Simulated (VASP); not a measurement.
# CdS (Hawleyite) (F-43m) in VASP: settings compared, part 2 of 2

VASP 6.6.1. Earlier steps stand in the parts before.

## (5) Single point, r2SCAN (volume changed by -6%)

File POSCAR:

```
CdS
1.0
    0.0000000000      2.8792130994      2.8792130994
    2.8792130994      0.0000000000      2.8792130994
    2.8792130994      2.8792130994      0.0000000000
Cd S
1 1
Direct
    0.0000000000      0.0000000000      0.0000000000
    0.2500000000      0.2500000000      0.2500000000
```

File INCAR.step1:

```
  PREC = Accurate
  ENCUT = 600
  ISMEAR = 0
  SIGMA = 0.01
  LREAL = F
  LASPH = T
  NELM = 120
  NBANDS = 20
  GGA = PE
  ALGO = Normal
  EDIFF = 1E-5
  LWAVE = T
  LCHARG = F
  GGA_COMPAT = F
```

File INCAR.step2:

```
  PREC = Accurate
  ENCUT = 600
  EDIFF = 1E-6
  ISMEAR = 0
  SIGMA = 0.01
  LREAL = F
  LASPH = T
  NELM = 120
  ALGO = Normal
  ISIF = 2
  LWAVE = F
  LCHARG = F
  METAGGA = R2SCAN
  LMIXTAU = T
  NBANDS = 20
  ISTART = 1
  GGA_COMPAT = F
```

File KPOINTS:

```
regular mesh
0
Gamma
  6 6 6
```

Potentials or basis: VASP PAW PBE potentials, release 64 (Cd_sv_GW, S).

The run is started by

```
> cat potpaw_PBE.64/Cd_sv_GW/POTCAR potpaw_PBE.64/S/POTCAR > POTCAR
> cp INCAR.step1 INCAR
> mpirun -np 1 vasp_std > vasp.out
> cp INCAR.step2 INCAR
> mpirun -np 1 vasp_std > vasp.out
```

OUTCAR:

```text
PREC = Accurate
   ENCUT = 600
   EDIFF = 1E-6
   ISMEAR = 0
   LREAL = F
   LASPH = T
   NELM = 120
   ISIF = 2
   METAGGA = R2SCAN
   ISTART = 1

 ion  position               nearest neighbor table
   1  0.000  0.000  0.000-   2 2.49   2 2.49   2 2.49   2 2.49
   2  0.250  0.250  0.250-   1 2.49   1 2.49   1 2.49   1 2.49

  LATTYP: Found a face centered cubic cell.
 ALAT       =     5.7584261988

  Lattice vectors:

 A1 = (   0.0000000000,   2.8792130994,   2.8792130994)
 A2 = (   2.8792130994,   0.0000000000,   2.8792130994)
 A3 = (   2.8792130994,   2.8792130994,   0.0000000000)

Analysis of symmetry for initial positions (statically):
=====================================================================
 Subroutine PRICEL returns:
 Original cell was already a primitive cell.

 Routine SETGRP: Setting up the symmetry group for a
 face centered cubic supercell.

 Subroutine GETGRP returns: Found 24 space group operations
 (whereof 24 operations were pure point group operations)
 out of a pool of 48 trial point group operations.
[... 149 lines left out ...]
  ext. energy  EPLUGINS =         0.00000000
  ---------------------------------------------------
  free energy    TOTEN  =       -29.70849542 eV

  energy without entropy =      -29.70849542  energy(sigma->0) =      -29.70849542

 E-fermi :   3.2077     XC(G=0): -10.0507

 val. band max:        2.9854364970   @ k =   0.0000   0.0000   0.0000
 cond. band min:       4.6672836900   @ k =   0.0000   0.0000   0.0000
 fundamental gap:      1.6818471930
 Fermi energy:         3.2077288611

 k-point     1 :       0.0000    0.0000    0.0000
  band No.  band energies     occupation
      1    -101.2041      2.00000
      2     -61.3657      2.00000
      3     -61.3657      2.00000
      4     -61.3657      2.00000
      5     -10.1276      2.00000
      6      -5.1614      2.00000
[... 357 lines left out ...]
     19      16.9096      0.00000
     20      16.9897      0.00000

------------------------ aborting loop because EDIFF is reached ----------------------------------------

  FORCE on cell =-STRESS in cart. coord.  units (eV):
  Direction    XX          YY          ZZ          XY          YZ          ZX
  --------------------------------------------------------------------------------------
  -------------------------------------------------------------------------------------
  Total        1.1515978      1.1515978      1.1515978      0.0000000      0.0000000      0.0000000
  in kB       38.6509317     38.6509317     38.6509317      0.0000000      0.0000000      0.0000000
  external PRESSURE =      38.6509317 kB  Pullay stress =       0.0000000 kB

 VOLUME and BASIS-vectors are now :
 -----------------------------------------------------------------------------
  energy-cutoff  :      600.00
  volume of cell :       47.74
      direct lattice vectors                 reciprocal lattice vectors
     0.000000000  2.879213099  2.879213099    -0.173658560  0.173658560  0.173658560
     2.879213099  0.000000000  2.879213099     0.173658560 -0.173658560  0.173658560
     2.879213099  2.879213099  0.000000000     0.173658560  0.173658560 -0.173658560

 POSITION                                       TOTAL-FORCE (eV/Angst)
 -----------------------------------------------------------------------------------
      0.00000      0.00000      0.00000         0.000000      0.000000      0.000000
      1.43961      1.43961      1.43961        -0.000000     -0.000000     -0.000000
 -----------------------------------------------------------------------------------
    total drift:                                0.000000      0.000000      0.000000

  FREE ENERGIE OF THE ION-ELECTRON SYSTEM (eV)
  ---------------------------------------------------
  free  energy   TOTEN  =       -29.7084954186 eV

  energy  without entropy=      -29.7084954186  energy(sigma->0) =      -29.70849542
```

OUTCAR.step1:

```text
PREC = Accurate
   ENCUT = 600
   ISMEAR = 0
   LREAL = F
   LASPH = T
[... 578 lines left out ...]
 -----------------------------------------------------------------------------------
      0.00000      0.00000      0.00000         0.000000      0.000000      0.000000
      1.43961      1.43961      1.43961        -0.000000     -0.000000     -0.000000
 -----------------------------------------------------------------------------------
    total drift:                                0.000000      0.000000      0.000000

  FREE ENERGIE OF THE ION-ELECTRON SYSTEM (eV)
  ---------------------------------------------------
  free  energy   TOTEN  =        -6.1487243264 eV

  energy  without entropy=       -6.1487243264  energy(sigma->0) =       -6.14872433
```

OSZICAR.step1:

```text
N       E                     dE             d eps       ncg     rms          rms(c)
DAV:   1     0.455019692497E+03    0.45502E+03   -0.15646E+04   640   0.181E+03
DAV:   2     0.390878938124E+02   -0.41593E+03   -0.38227E+03   640   0.589E+02
DAV:   3    -0.474017082426E+01   -0.43828E+02   -0.43330E+02   960   0.219E+02
DAV:   4    -0.664751490272E+01   -0.19073E+01   -0.19060E+01   900   0.466E+01
DAV:   5    -0.669432900364E+01   -0.46814E-01   -0.46811E-01   936   0.759E+00    0.233E+01
DAV:   6    -0.616562031282E+01    0.52871E+00   -0.12588E+00  1032   0.203E+01    0.172E+01
DAV:   7    -0.615931200507E+01    0.63083E-02   -0.49395E-01  1012   0.607E+00    0.499E+00
DAV:   8    -0.614864227092E+01    0.10670E-01   -0.55630E-02   984   0.279E+00    0.370E-01
DAV:   9    -0.614861322484E+01    0.29046E-04   -0.42690E-03   956   0.129E+00    0.795E-02
DAV:  10    -0.614869241190E+01   -0.79187E-04   -0.10095E-04   716   0.965E-02    0.462E-02
DAV:  11    -0.614872338347E+01   -0.30972E-04   -0.51905E-05   684   0.917E-02    0.269E-02
DAV:  12    -0.614872432635E+01   -0.94288E-06   -0.50807E-06   632   0.607E-02
   1 F= -.61487243E+01 E0= -.61487243E+01  d E =-.512097E-67
```

It used 150 s of CPU time on 1 thread of AMD EPYC 7R13 Processor (Zen 3) (shared host).

What came out:

- Free energy: -29.7085 eV
- Pressure: 3.9 GPa
- Band gap on the k mesh: 1.68 eV, direct

Levels at points of the mesh, in eV from the valence-band top:
| k point | band 9 | band 10 | band 11 | band 12 | band 13 | band 14 | band 15 | band 16 | band 17 | band 18 |
| --- | --- | --- | --- | --- | --- | --- | --- | --- | --- | --- |
| (0.00, 0.00, 0.00) | -7.58 | -7.58 | 0.00 | 0.00 | 0.00 | 1.68 | 7.08 | 7.08 | 7.08 | 12.09 |
| (0.50, 0.00, 0.00) | -7.54 | -7.16 | -4.70 | -0.82 | -0.82 | 3.54 | 7.49 | 7.49 | 8.01 | 11.69 |
| (0.50, 0.50, 0.00) | -7.48 | -7.09 | -4.15 | -2.06 | -2.06 | 3.79 | 4.81 | 9.96 | 11.81 | 11.81 |

Caveat: the PAW data sets were made with another functional, which shifts forces and pressure a little.

## (6) Overview

| level | potentials or basis | cell | k mesh | cutoff (eV) | second run | gap on the mesh (eV) | pressure (GPa) |
| --- | --- | --- | --- | --- | --- | --- | --- |
| PBE | VASP PAW PBE potentials, release 64 (Cd, S) | a = 4.157 Å, angles 60.0°, 2 atoms | 8 × 8 × 8 | 520 | - | 1.10 | 1.7 |
| PBE | VASP PAW PBE potentials, release 64 (Cd_sv_GW, S) | a = 4.105 Å, angles 60.0°, 2 atoms | 6 × 6 × 6 | 540 | valence_matched | 1.17 | 2.8 |
| PBE | VASP PAW PBE potentials, release 64 (Cd_sv_GW, S) | a = 4.148 Å, angles 60.0°, 2 atoms | 6 × 6 × 6 | 540 | valence_matched | 1.11 | 0.8 |
| r2SCAN | VASP PAW PBE potentials, release 64 (Cd_sv_GW, S) | a = 4.072 Å, angles 60.0°, 2 atoms | 6 × 6 × 6 | 600 | valence_matched | 1.68 | 3.9 |

Alike in all rows: task single point; no spin polarisation; smearing gaussian 0.01 eV.

Caveats: the PAW data sets were made with another functional, which shifts forces and pressure a little (some runs).

Absolute energies hang on the potentials; compare differences alone.
